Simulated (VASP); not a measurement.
# Ti (P6_3/mmc) in VASP: notebook

Ti is run at these levels: PBEsol, PBE, LDA; tasks: elastic constants.

Program: VASP 6.6.1. These are calculated values, not measurements. Logs are shortened: lines on timing, memory, paths and dates and some standing lists are left out, and cuts for length are marked.

## (1) The cell of the first run

It takes space group P6_3/mmc (No. 194, hexagonal). The conventional cell has a = 2.950 Å, b = 2.950 Å, c = 4.680 Å, α = 90.00°, β = 90.00°, γ = 120.00°. Within 3.8 Å of Ti (site symmetry -6m2) lie 12 Ti at 2.89 to 2.95 Å.

## (2) Elastic constants, PBEsol

INCAR reads:

```
PREC = Accurate
ENCUT = 600
EDIFF = 1E-8
ISMEAR = -1
SIGMA = 0.05
LREAL = F
LASPH = T
NELM = 80
ALGO = Fast
ISIF = 3
LWAVE = F
LCHARG = F
GGA = PS
IBRION = 6
NFREE = 2
POTIM = 0.015
NSW = 1
```

KPOINTS reads:

```
Automatic mesh
0
Gamma
  7 7 5
```

POSCAR reads:

```
Ti
1.0
    2.9500000000      0.0000000000      0.0000000000
   -1.4750000000      2.5547749412      0.0000000000
    0.0000000000      0.0000000000      4.6800000000
Ti
2
Direct
    0.6666666667      0.3333333333      0.7500000000
    0.3333333333      0.6666666667      0.2500000000
```

Potentials or basis: VASP PAW PBE potentials, release 64 (Ti_sv).

Launch:

```
$ cat potpaw_PBE.64/Ti_sv/POTCAR > POTCAR
$ mpirun -np 1 vasp_std > vasp.out
```

OUTCAR:

```text
PREC = Accurate
   ENCUT = 600
   EDIFF = 1E-8
   ISMEAR = -1
   LREAL = F
   LASPH = T
   NELM = 80
   ISIF = 3
   GGA = PS
   IBRION = 6
   NFREE = 2
   POTIM = 0.015
   NSW = 1

 ion  position               nearest neighbor table
   1  0.667  0.333  0.750-   2 2.89   2 2.89   2 2.89   2 2.89   2 2.89   2 2.89
   2  0.333  0.667  0.250-   1 2.89   1 2.89   1 2.89   1 2.89   1 2.89   1 2.89

  LATTYP: Found a hexagonal cell.
 ALAT       =     2.9500000000
 C/A-ratio  =     1.5864406780

  Lattice vectors:

 A1 = (   2.9500000000,   0.0000000000,   0.0000000000)
 A2 = (  -1.4750000000,   2.5547749412,   0.0000000000)
 A3 = (   0.0000000000,   0.0000000000,   4.6800000000)

Analysis of symmetry for initial positions (statically):
=====================================================================
 Subroutine PRICEL returns:
 Original cell was already a primitive cell.

 Routine SETGRP: Setting up the symmetry group for a
 hexagonal supercell.

 Subroutine GETGRP returns: Found 24 space group operations
 (whereof 12 operations were pure point group operations)
 out of a pool of 24 trial point group operations.

The static configuration has the point symmetry D_3d.
 The point group associated with its full space group is D_6h.

Analysis of symmetry for dynamics (positions and initial velocities):
=====================================================================
 Subroutine PRICEL returns:
 Original cell was already a primitive cell.

 Routine SETGRP: Setting up the symmetry group for a
 hexagonal supercell.

 Subroutine GETGRP returns: Found 24 space group operations
 (whereof 12 operations were pure point group operations)
 out of a pool of 24 trial point group operations.

The dynamic configuration has the point symmetry D_3d.
 The point group associated with its full space group is D_6h.

 Subroutine INISYM returns: Found 24 space group operations
 (whereof 12 operations are pure point group operations),
 and found     1 'primitive' translations

----------------------------------------------------------------------------------------

                                     Primitive cell

  volume of cell :      35.2712

  direct lattice vectors                    reciprocal lattice vectors
     2.950000000  0.000000000  0.000000000     0.338983051  0.195711956  0.000000000
    -1.475000000  2.554774941  0.000000000     0.000000000  0.391423911  0.000000000
     0.000000000  0.000000000  4.680000000     0.000000000  0.000000000  0.213675214

  length of vectors
     2.950000000  2.950000000  4.680000000     0.391423911  0.391423911  0.213675214

  position of ions in fractional coordinates (direct lattice)
     0.666666667  0.333333333  0.750000000
     0.333333333  0.666666667  0.250000000

  ion indices of the primitive-cell ions
   primitive index   ion index
                 1           1
                 2           2

----------------------------------------------------------------------------------------

 KPOINTS: Automatic mesh

Automatic generation of k-mesh.
 Grid dimensions read from file:
[... 100 lines left out ...]
 maximum number of plane-waves:      1190
 NGX is ok and might be reduce to    24
   NGX = 11   NGY = 11   NGZ = 19

--------------------------------------- Ionic step        1  -------------------------------------------

 number of electron      23.9999997 magnetization

 Free energy of the ion-electron system (eV)
  ---------------------------------------------------
  ext. energy  EPLUGINS =         0.00000000
  ---------------------------------------------------
  free energy    TOTEN  =       -16.64528767 eV

  energy without entropy =      -16.62281463  energy(sigma->0) =      -16.63405115

------------------------ aborting loop because EDIFF is reached ----------------------------------------

  FORCE on cell =-STRESS in cart. coord.  units (eV):
  Direction    XX          YY          ZZ          XY          YZ          ZX
  --------------------------------------------------------------------------------------
  -------------------------------------------------------------------------------------
  Total       -1.2800548     -1.2800548     -1.1899725     -0.0000000     -0.0000000      0.0000000
  in kB      -58.1458393    -58.1458393    -54.0538958     -0.0000000     -0.0000000      0.0000000
  external PRESSURE =     -56.7818581 kB  Pullay stress =       0.0000000 kB
[... 89 lines left out ...]
  FREE ENERGIE OF THE ION-ELECTRON SYSTEM (eV)
  ---------------------------------------------------
  free  energy   TOTEN  =       -16.6601183749 eV

  energy  without entropy=      -16.6379866554  energy(sigma->0) =      -16.64905252

[... ionic steps 4 to 14 ...]

--------------------------------------- Ionic step       15  -------------------------------------------

 number of electron      23.9999997 magnetization

------------------------ aborting loop because EDIFF is reached ----------------------------------------
[... 67 lines left out ...]
--------------------------------------- Ionic step       17  -------------------------------------------

 number of electron      23.9999998 magnetization

 Free energy of the ion-electron system (eV)
  ---------------------------------------------------
  ext. energy  EPLUGINS =         0.00000000
  ---------------------------------------------------
  free energy    TOTEN  =       -16.64511473 eV

  energy without entropy =      -16.62271371  energy(sigma->0) =      -16.63391422

 E-fermi :   8.0807     XC(G=0): -11.5634

 val. band max:        8.0133831983   @ k =   0.2857   0.2857   0.4000
 cond. band min:       8.1044695788   @ k =   0.1429   0.0000   0.4000
 fundamental gap:      0.0910863806
 Fermi energy:         8.0807195212

 k-point     1 :       0.0000    0.0000    0.0000
  band No.  band energies     occupation
      1     -48.6173      2.00000
      2     -48.4867      2.00000
      3     -25.2892      2.00000
      4     -24.6702      2.00000
      5     -24.6702      2.00000
      6     -24.6076      2.00000
[... 433 lines left out ...]
      3     -25.1185      2.00000
      4     -25.1044      2.00000
      5     -24.9292      2.00000
      6     -24.8716      2.00000
[... 8 lines left out ...]
     15       9.4429      0.00000
     16       9.9421      0.00000

 [... further k-points ...]
[... 5 lines left out ...]
  --------------------------------------------------------------------------------------
  -------------------------------------------------------------------------------------
  Total       -1.2767948     -1.2767948     -1.1866841     -0.0000000     -0.0000000      0.0000000
  in kB      -57.9977527    -57.9977527    -53.9045196     -0.0000000     -0.0000000      0.0000000
  external PRESSURE =     -56.6333417 kB  Pullay stress =       0.0000000 kB
[... 17 lines left out ...]
  FREE ENERGIE OF THE ION-ELECTRON SYSTEM (eV)
  ---------------------------------------------------
  free  energy   TOTEN  =       -16.6451147309 eV

  energy  without entropy=      -16.6227137077  energy(sigma->0) =      -16.63391422

 INTERNAL STRAIN TENSORS FROM STRAINED CELLS
 ============================================

 INTERNAL STRAIN TENSOR FOR ION    1 for displacements in x,y,z  (eV/Angst):
          X           Y           Z          XY          YZ          ZX
  --------------------------------------------------------------------------------
  x     0.00000    -0.00000    -0.00000     2.78603     0.00000    -0.00000
  y     2.78237    -2.77971    -0.00000     0.00075     0.00036     0.00124
  z    -0.00000     0.00000     0.00000    -0.00000    -0.00253     0.00000

 INTERNAL STRAIN TENSORS FROM DISPLACED ATOMS
 ============================================

 INTERNAL STRAIN TENSOR FOR ION    1 for displacements in x,y,z  (eV/Angst):
          X           Y           Z          XY          YZ          ZX
  --------------------------------------------------------------------------------
  x     0.00000     0.00000     0.00000     2.81932     0.00000     0.00000
  y     2.81932    -2.81932    -0.00000     0.00000     0.00000     0.00000
  z     0.00000    -0.00000     0.00000     0.00000    -0.00000     0.00000

 INTERNAL STRAIN TENSOR FOR ION    2 for displacements in x,y,z  (eV/Angst):
          X           Y           Z          XY          YZ          ZX
  --------------------------------------------------------------------------------
  x     0.00000     0.00000     0.00000    -2.81932     0.00000     0.00000
  y    -2.81932     2.81932     0.00000     0.00000     0.00000     0.00000
  z    -0.00000     0.00000     0.00000     0.00000     0.00000     0.00000

 Eigenvectors and eigenvalues of the dynamical matrix
 ----------------------------------------------------

   1 f  =    3.997717 THz    25.118397 2PiTHz  133.349485 cm-1    16.533222 meV
             X         Y         Z           dx          dy          dz
      1.475000  0.851592  3.510000    -0.000000    0.000000    0.707107
     -0.000000  1.703183  1.170000     0.000000    0.000000   -0.707107
[... 21 lines left out ...]
   6 f  =    0.000000 THz     0.000000 2PiTHz    0.000000 cm-1     0.000000 meV
             X         Y         Z           dx          dy          dz
      1.475000  0.851592  3.510000    -0.000000    0.000000    0.707107
     -0.000000  1.703183  1.170000     0.000000    0.000000    0.707107

--------------------------------------------------------------------------------------------------------

 ELASTIC MODULI CONTR FROM IONIC RELAXATION (kBar)
 Direction    XX          YY          ZZ          XY          YZ          ZX
 --------------------------------------------------------------------------------
 XX        -257.9317    257.9317      0.0000     -0.0000      0.0000      0.0000
 YY         257.9317   -257.9317     -0.0000      0.0000     -0.0000      0.0000
 ZZ           0.0000     -0.0000     -0.0000      0.0000     -0.0000      0.0000
 XY          -0.0000      0.0000      0.0000   -257.9317      0.0000      0.0000
 YZ           0.0000     -0.0000     -0.0000      0.0000     -0.0000      0.0000
 ZX           0.0000      0.0000      0.0000      0.0000      0.0000      0.0000
 --------------------------------------------------------------------------------

 TOTAL ELASTIC MODULI (kBar)
 Direction    XX          YY          ZZ          XY          YZ          ZX
 --------------------------------------------------------------------------------
 XX        1490.2000    824.2331    712.3402     -0.0000     -0.0000      0.0000
 YY         824.2331   1490.2000    712.3402      0.0000     -0.0000      0.0000
 ZZ         712.3402    712.3402   1773.5572      0.0000     -0.0000     -0.0000
 XY          -0.0000      0.0000      0.0000    332.9835      0.0000     -0.0000
 YZ           0.0000     -0.0000     -0.0000     -0.0000    371.7465      0.0000
 ZX           0.0000      0.0000     -0.0000     -0.0000      0.0000    371.7466
 --------------------------------------------------------------------------------
```

Wall time 17 min (1 thread of Intel Xeon 6975P-C (Granite Rapids), shared host); peak memory 0.23 GiB.

What came out:

- Voigt bulk modulus: 103 GPa
- Highest phonon frequency at Γ: 133 cm⁻¹

Phonon frequencies in cm⁻¹ (negative: imaginary):
```csv
q point,frequencies
"(0.000, 0.000, 0.000)",0 0 0 126 126 133
```

Elastic tensor in Voigt notation (GPa, in the Cartesian axes of the cell as first typed):
```
149  82  71   0   0   0
 82 149  71   0   0   0
 71  71 177   0   0   0
  0   0   0  37   0   0
  0   0   0   0  37   0
  0   0   0   0   0  33
```

Clamped-ion elastic tensor (GPa):
```
175  57  71   0   0   0
 57 175  71   0   0   0
 71  71 177   0   0   0
  0   0   0  37   0   0
  0   0   0   0  37   0
  0   0   0   0   0  59
```

Caveat: the cell is under stress, which shifts elastic constants; the PAW data sets were made with another functional, which shifts forces and pressure a little.

(Continued in part 2 of 3.)
